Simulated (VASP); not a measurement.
The system is CdS.

```
CELL_PARAMETERS angstrom
4.26117 0.00000 0.00000
-2.13058 3.69028 0.00000
0.00000 0.00000 5.80417
ATOMIC_POSITIONS crystal
Cd 0.00000 0.00000 0.44269
S 0.66667 0.33333 0.43431
```

| Item | Value |
| --- | --- |
| Program | VASP 6.6.1 |
| Task | relaxation of cell and atoms |
| Functional | PBEsol |
| Potentials or basis | VASP PAW PBE potentials, release 64 (Cd, S) |
| Cutoff | 600 eV |
| k mesh | 6 × 6 × 4 |
| Occupations | gaussian, width 0.01 eV |
| Spin | no spin polarisation |

At the start: pressure -1.3 GPa; volume 45.64 Å³/atom.

**Question.** How do energy, volume and symmetry change on relaxing?

**Answer.** Over 3 steps the energy falls by 8.7 meV/atom and the volume is 44.26 Å³/atom (-3.0 %); space group P-6m2 (No. 187, to 0.1 Å) before and after.

Step by step:
| step | energy change (eV) | largest force (eV/Å) | pressure (GPa) | volume (Å³) |
| --- | --- | --- | --- | --- |
| 1 | 0.0000 | 0.0140 | -1.32 | 91.27 |
| 2 | -0.0058 | 0.0079 | 1.20 | 86.38 |
| 3 | -0.0174 | 0.0027 | -0.01 | 88.52 |

Final structure:
```cif
data_structure
_symmetry_space_group_name_H-M 'P 1'
_symmetry_Int_Tables_number 1
_cell_length_a 4.1969
_cell_length_b 4.1969
_cell_length_c 5.8029
_cell_angle_alpha 90.000
_cell_angle_beta 90.000
_cell_angle_gamma 120.000
_cell_volume 88.52
loop_
_atom_site_label
_atom_site_type_symbol
_atom_site_fract_x
_atom_site_fract_y
_atom_site_fract_z
_atom_site_occupancy
Cd1 Cd 0.00000 0.00000 0.44263 1
S1 S 0.66667 0.33333 0.43437 1
```

Caveat: the PAW data sets were made with another functional, which shifts forces and pressure a little.
